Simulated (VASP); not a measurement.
# B16N15 (a cell with a defect) (vacancy hop of N) in VASP: further runs

B16N15 (a cell with a defect) (vacancy hop of N) is run at these levels: PBE; tasks: single point.

All numbers are computed with VASP 6.6.1; they aren't measurements. Logs are shortened: lines on timing, memory, paths and dates and some standing lists are left out, and cuts for length are marked.

## 1. The cell of the first run

The cell holds a defect, 31 atoms: a = 6.277 Å, b = 6.277 Å, c = 6.277 Å, α = 109.47°, β = 109.47°, γ = 109.47°.

## 2. Single point, PBE

INCAR

```
PREC     = Accurate       # precision mode
ENCUT    = 520            # plane-wave cutoff, eV
EDIFF    = 1E-6           # SCF threshold, eV
ISMEAR   = -1             # smearing method
SIGMA    = 0.01           # smearing width, eV
LREAL    = Auto         
LASPH    = True           # aspherical terms in the spheres
NELM     = 120            # most SCF steps
ALGO     = Normal         # electronic algorithm
ISIF     = 2              # what is computed and relaxed
LWAVE    = False          # write WAVECAR
LCHARG   = False          # write CHGCAR
GGA      = PE             # functional
NBANDS   = 82             # bands
NELECT   = 120.0        
GGA_COMPAT= False
```

KPOINTS

```
regular mesh
0
Gamma
  1 1 1
```

POSCAR

```
B16N15
1.0
   -3.6241103800      3.6241103800     -3.6241103800
    3.6241103800      3.6241103800      3.6241103800
    3.6241103800     -3.6241103800     -3.6241103800
B N
16 15
Direct
    0.0062702521      0.0096241931      0.0072629419
   -0.0077156456      0.2498957854      0.7530191489
   -0.0077265332      0.5026538674      0.5002297210
    0.0062446280      0.7568907747      0.2599476644
    0.2465411329     -0.0028577924      0.7405223220
    0.1909459783      0.2499122236      0.5002701836
    0.2465301785      0.4901684927      0.2475093753
    0.2590179489      0.7568793090      0.0072375330
    0.4992563116     -0.0584303976      0.5002356058
    0.4992393211      0.2498965233      0.1919106202
    0.4992797253      0.5026551758     -0.0067413770
    0.4992709572      0.7428945712      0.7529682271
    0.7395307164     -0.0028281861      0.2475340796
    0.7520046004      0.2499166946     -0.0067572352
    0.8075848363      0.5581983947      0.8085390006
    0.7520167320      0.7429006114      0.5002720265
    0.0024314630      0.0031851500      0.2535376970
   -0.0007372832      0.2498836853      0.0002586202
   -0.0038526568      0.5000209087      0.7503697912
   -0.0007173195      0.7499129859      0.5002523271
    0.2525267909      0.0031468973      0.0033702006
    0.2491467802      0.2498877826      0.7469881961
    0.2491226177      0.4966406240      0.5002568978
    0.2525234810      0.7530018810      0.2534874052
    0.4992749050     -0.0002279965      0.7469742568
    0.4992709353      0.4966335059      0.2501128131
    0.4992885713      0.7499122221      0.0002555125
    0.7460048355     -0.0002503279      0.5002657825
    0.7459686756      0.2498937453      0.2501185981
    0.7494200853      0.5000436811     -0.0028818869
    0.7493832996      0.7467373868      0.7503530548
```

Potentials or basis: VASP PAW PBE potentials, release 64 (B, N).

Started as:

```bash
> cat potpaw_PBE.64/B/POTCAR potpaw_PBE.64/N/POTCAR > POTCAR
> mpirun -np 1 vasp_gam > vasp.out
```

OUTCAR:

```text
PREC = Accurate
   ENCUT = 520
   EDIFF = 1E-6
   ISMEAR = -1
   LREAL = Auto
   LASPH = True
   NELM = 120
   ISIF = 2
   GGA = PE
   NELECT = 120.0

 ion  position               nearest neighbor table
   1  0.006  0.010  0.007-  18 1.54  17 1.57  21 1.57  31 1.63
   2  0.992  0.250  0.753-  18 1.54  19 1.57  28 1.57  22 1.63
   3  0.992  0.503  0.500-  20 1.54  29 1.57  19 1.57  23 1.63
   4  0.006  0.757  0.260-  20 1.54  17 1.57  24 1.57  30 1.63
   5  0.247  0.997  0.741-  20 1.54  25 1.57  22 1.57  21 1.63
   6  0.191  0.250  0.500-  17 1.47  22 1.47  23 1.47
   7  0.247  0.490  0.248-  18 1.54  26 1.57  23 1.57  24 1.63
   8  0.259  0.757  0.007-  27 1.54  24 1.57  21 1.57  19 1.63
   9  0.499  0.942  0.500-  25 1.47  28 1.47  24 1.47
  10  0.499  0.250  0.192-  26 1.47  29 1.47  21 1.47
  11  0.499  0.503  0.993-  27 1.54  22 1.57  30 1.57  26 1.63
  12  0.499  0.743  0.753-  27 1.54  31 1.57  23 1.57  25 1.63
  13  0.740  0.997  0.248-  27 1.54  29 1.57  28 1.57  17 1.63
  14  0.752  0.250  0.993-  18 1.54  30 1.57  25 1.57  29 1.63
  15  0.808  0.558  0.809-  31 1.47  19 1.47  30 1.47
  16  0.752  0.743  0.500-  20 1.54  31 1.57  26 1.57  28 1.63
  17  0.002  0.003  0.254-   6 1.47   1 1.57   4 1.57  13 1.63
  18  0.999  0.250  0.000-   2 1.54   1 1.54  14 1.54   7 1.54
  19  0.996  0.500  0.750-  15 1.47   2 1.57   3 1.57   8 1.63
  20  0.999  0.750  0.500-   3 1.54   5 1.54  16 1.54   4 1.54
  21  0.253  0.003  0.003-  10 1.47   1 1.57   8 1.57   5 1.63
[... 8 lines left out ...]
  30  0.749  0.500  0.997-  15 1.47  14 1.57  11 1.57   4 1.63
  31  0.749  0.747  0.750-  15 1.47  16 1.57  12 1.57   1 1.63

  LATTYP: Found a body centered cubic cell.
 ALAT       =     7.2482207600

  Lattice vectors:

 A1 = (  -3.6241103800,   3.6241103800,  -3.6241103800)
 A2 = (   3.6241103800,   3.6241103800,   3.6241103800)
 A3 = (   3.6241103800,  -3.6241103800,  -3.6241103800)

Analysis of symmetry for initial positions (statically):
=====================================================================
 Subroutine PRICEL returns:
 Original cell was already a primitive cell.

 Routine SETGRP: Setting up the symmetry group for a
 body centered cubic supercell.

 Subroutine GETGRP returns: Found  1 space group operations
 (whereof  1 operations were pure point group operations)
 out of a pool of 48 trial point group operations.

The static configuration has the point symmetry C_1 .

Analysis of symmetry for dynamics (positions and initial velocities):
=====================================================================
 Subroutine PRICEL returns:
 Original cell was already a primitive cell.

 Routine SETGRP: Setting up the symmetry group for a
 body centered cubic supercell.

 Subroutine GETGRP returns: Found  1 space group operations
 (whereof  1 operations were pure point group operations)
 out of a pool of 48 trial point group operations.

The dynamic configuration has the point symmetry C_1 .

 Subroutine INISYM returns: Found  1 space group operations
 (whereof  1 operations are pure point group operations),
 and found     1 'primitive' translations

----------------------------------------------------------------------------------------

                                     Primitive cell

  volume of cell :     190.3988

  direct lattice vectors                    reciprocal lattice vectors
    -3.624110380  3.624110380 -3.624110380     0.000000000  0.137964893 -0.137964893
     3.624110380  3.624110380  3.624110380     0.137964893  0.137964893  0.000000000
     3.624110380 -3.624110380 -3.624110380     0.137964893  0.000000000 -0.137964893

  length of vectors
     6.277143310  6.277143310  6.277143310     0.195111823  0.195111823  0.195111823

  position of ions in fractional coordinates (direct lattice)
     0.006270252  0.009624193  0.007262942
     0.992284354  0.249895785  0.753019149
     0.992273467  0.502653867  0.500229721
     0.006244628  0.756890775  0.259947664
     0.246541133  0.997142208  0.740522322
     0.190945978  0.249912224  0.500270184
[... 23 lines left out ...]
     0.749420085  0.500043681  0.997118113
     0.749383300  0.746737387  0.750353055

  ion indices of the primitive-cell ions
   primitive index   ion index
                 1           1
                 2           2
                 3           3
                 4           4
                 5           5
                 6           6
[... 23 lines left out ...]
                30          30
                31          31

----------------------------------------------------------------------------------------

 KPOINTS: regular mesh

Automatic generation of k-mesh.
 Grid dimensions read from file:
 generate k-points for:    1    1    1

 Generating k-lattice:

  Cartesian coordinates                     Fractional coordinates (reciprocal lattice)
     0.000000000  0.137964893 -0.137964893     1.000000000  0.000000000  0.000000000
     0.137964893  0.137964893  0.000000000     0.000000000  1.000000000  0.000000000
     0.137964893  0.000000000 -0.137964893     0.000000000  0.000000000  1.000000000

  Length of vectors
     0.195111823  0.195111823  0.195111823

  Shift w.r.t. Gamma in fractional coordinates (k-lattice)
     0.000000000  0.000000000  0.000000000

 Subroutine IBZKPT returns following result:
 ===========================================

 Found      1 irreducible k-points:

 Following reciprocal coordinates:
            Coordinates               Weight
  0.000000  0.000000  0.000000      1.000000
   k-points           NKPTS =      1   k-points in BZ     NKDIM =      1   number of bands    NBANDS=     82
   number of dos      NEDOS =    301   number of ions     NIONS =     31
   total plane-waves  NPLWV = 110592
   dimension x,y,z NGX =    48 NGY =   48 NGZ =   48
   dimension x,y,z NGXF=    96 NGYF=   96 NGZF=   96
   ions per type =              16  15
   NGX,Y,Z   is equivalent  to a cutoff of  12.71, 12.71, 12.71 a.u.
   NGXF,Y,Z  is equivalent  to a cutoff of  25.42, 25.42, 25.42 a.u.
 SYSTEM =  unknown system
   PREC   = accura    normal or accurate (medium, high low for compatibility)
   ISTART =      0    job   : 0-new  1-cont  2-samecut
   ICHARG =      2    charge: 1-file 2-atom 10-const
   ISPIN  =      1    spin polarized calculation?
   LNONCOLLINEAR =      F non collinear calculations
   LSORBIT =      F    spin-orbit coupling
   LASPH  =      T    aspherical Exc in radial PAW
   ENCUT  =  520.0 eV  38.22 Ry    6.18 a.u.  11.67 11.67 11.67*2*pi/ulx,y,z
   NELM   =    120;   NELMIN=  2; NELMDL= -5     # of ELM steps
   EDIFF  = 0.1E-05   stopping-criterion for ELM
   LREAL  =      T    real-space projection
   EDIFFG = 0.1E-04   stopping-criterion for IOM
   NSW    =      0    number of steps for IOM
   IBRION =     -1    ionic relax: 0-MD 1-quasi-New 2-CG
   NFREE  =      0    steps in history (QN), initial steepest desc. (CG)
   ISIF   =      2    stress and relaxation
   ISYM   =      2    0-nonsym 1-usesym 2-fastsym
   POTIM  = 0.5000    time-step for ionic-motion
   TEBEG  =    0.0;   TEEND  =   0.0 temperature during run
   PSTRESS=    0.0 pullay stress
   NELECT =     120.0000    total number of electrons
   NUPDOWN=      -1.0000    fix difference up-down
   EMIN   =  10.00;   EMAX   =-10.00  energy-range for DOS
   EFERMI =   0.00;   METHOD = LEGACY
   ISMEAR =    -1;   SIGMA  =   0.01  broadening in eV -4-tet -1-fermi 0-gaus
   EFERMI_NEDOS =   21; number of points for ismear=-14 and -15
   IALGO  =     38    algorithm
   IMIX   =      4    mixing-type and parameters
     AMIX     =   0.40;   BMIX     =  1.00
     AMIX_MAG =   1.60;   BMIX_MAG =  1.00
  volume/ion in A,a.u.               =       6.14        41.45
  Fermi-wavevector in a.u.,A,eV,Ry     =   1.403612  2.652443 26.805212  1.970127
  Thomas-Fermi vector in A             =   2.526257
   LORBIT       =      0    0 simple, 1 ext, 2 COOP (PROOUT), +10 PAW based schemes
   GGA     = PE    functional components
   LHFCALC =     F    Hartree Fock is set to
   AEXX    =    0.0000 exact exchange contribution
   IVDW    =     0    specifies the selected vdW correction
   LEPSILON=     F    determine dielectric tensor
   LRPA    =     F    only Hartree local field effects (RPA)
 non-spin polarized calculation
  energy-cutoff  :      520.00
  volume of cell :      190.40
 maximum number of plane-waves:      2545
 NGX is ok and might be reduce to    48
   NGX = 23   NGY = 23   NGZ = 23

 number of electron     120.0000019 magnetization

 Free energy of the ion-electron system (eV)
  ---------------------------------------------------
  ext. energy  EPLUGINS =         0.00000000
  ---------------------------------------------------
  free energy    TOTEN  =      -287.65088499 eV

  energy without entropy =     -287.65088499  energy(sigma->0) =     -287.65088499

 E-fermi :   6.5787     XC(G=0): -12.3225

 val. band max:        6.2421360825   @ k =   0.0000   0.0000   0.0000
 cond. band min:       7.8670938162   @ k =   0.0000   0.0000   0.0000
 fundamental gap:      1.6249577337
 Fermi energy:         6.5787378736

 k-point     1 :       0.0000    0.0000    0.0000
  band No.  band energies     occupation
      1     -13.0425      2.00000
      2      -9.8399      2.00000
      3      -9.8398      2.00000
      4      -9.8398      2.00000
      5      -9.6201      2.00000
      6      -9.6198      2.00000
[... 64 lines left out ...]
     71      16.3462      0.00000
     72      16.3464      0.00000
 [bands above 72 left out]

------------------------ aborting loop because EDIFF is reached ----------------------------------------

  FORCE on cell =-STRESS in cart. coord.  units (eV):
  Direction    XX          YY          ZZ          XY          YZ          ZX
  --------------------------------------------------------------------------------------
  -------------------------------------------------------------------------------------
  Total      -22.9027121    -22.9085769    -22.9029237      0.0008116      0.0001942      0.0037583
  in kB     -192.7228705   -192.7722220   -192.7246508      0.0068291      0.0016346      0.0316253
  external PRESSURE =    -192.7399144 kB  Pullay stress =       0.0000000 kB

 VOLUME and BASIS-vectors are now :
 -----------------------------------------------------------------------------
  energy-cutoff  :      520.00
  volume of cell :      190.40
      direct lattice vectors                 reciprocal lattice vectors
    -3.624110380  3.624110380 -3.624110380     0.000000000  0.137964893 -0.137964893
     3.624110380  3.624110380  3.624110380     0.137964893  0.137964893  0.000000000
     3.624110380 -3.624110380 -3.624110380     0.137964893  0.000000000 -0.137964893

 POSITION                                       TOTAL-FORCE (eV/Angst)
 -----------------------------------------------------------------------------------
      0.03848      0.03128     -0.01417        -0.009376     -0.007750      0.000028
      0.03853      1.77277     -5.41952        -0.011296      0.009349      0.005531
      0.03845      3.60489     -3.58732        -0.008098     -0.006286     -0.010751
      3.66250      1.82361      1.77835        -0.007007      0.001495      0.003119
      5.40400      1.82351      0.03653         0.010228      0.003777     -0.006393
      2.02673     -0.21532     -1.59933        -0.008491      0.007303     -0.006646
[... 23 lines left out ...]
      2.70990      0.91453     -4.51743         0.009371     -0.009872     -0.006804
      2.70977      2.70274     -2.72895         0.010024      0.008215      0.005772
 -----------------------------------------------------------------------------------
    total drift:                               -0.002286      0.003186      0.000302

  FREE ENERGIE OF THE ION-ELECTRON SYSTEM (eV)
  ---------------------------------------------------
  free  energy   TOTEN  =      -287.6508849904 eV

  energy  without entropy=     -287.6508849904  energy(sigma->0) =     -287.65088499
```

Wall time 30 s (1 thread of Intel Xeon Platinum 8488C (Sapphire Rapids), shared host); peak memory 0.31 GiB.

What came out:

```
Free energy   : -287.6509 eV
Largest force : 0.019 eV/Å
```

Forces in eV/Å, atoms in the order of the input:
```
B   -0.009 -0.008  0.000
B   -0.011  0.009  0.006
B   -0.008 -0.006 -0.011
B   -0.007  0.001  0.003
B    0.010  0.004 -0.006
B   -0.008  0.007 -0.007
B    0.008  0.007 -0.003
B    0.003 -0.009  0.011
B    0.006  0.006  0.006
B    0.005 -0.006 -0.009
B   -0.004 -0.010 -0.010
B    0.001  0.008  0.008
B    0.001  0.010 -0.008
B    0.008 -0.012 -0.002
B   -0.005 -0.006  0.006
B    0.006  0.001  0.011
N   -0.011 -0.011  0.011
N    0.001  0.001  0.000
N   -0.008  0.008 -0.008
N   -0.001 -0.002  0.002
N   -0.009 -0.010  0.009
N    0.012 -0.008 -0.010
N    0.006  0.012  0.009
N   -0.006 -0.007  0.009
N    0.010 -0.009 -0.009
N    0.011  0.009  0.009
N   -0.001  0.000  0.000
N   -0.008  0.012 -0.007
N   -0.010  0.012 -0.010
N    0.009 -0.010 -0.007
N    0.010  0.008  0.006
```

Levels at points of the mesh, in eV from the Fermi level:
| k point | band 58 | band 59 | band 60 | band 61 | band 62 | band 63 |
| --- | --- | --- | --- | --- | --- | --- |
| (0.00, 0.00, 0.00) | -0.34 | -0.34 | -0.34 | 1.29 | 5.54 | 5.54 |

Caveat: the k points lie up to 1.23 Å⁻¹ apart; the cell carries a net charge on a neutralising background, which shifts energy and pressure; the cell is charged against a uniform background, so pressure and absolute levels hang on convention.

[end of part 1 of 2]
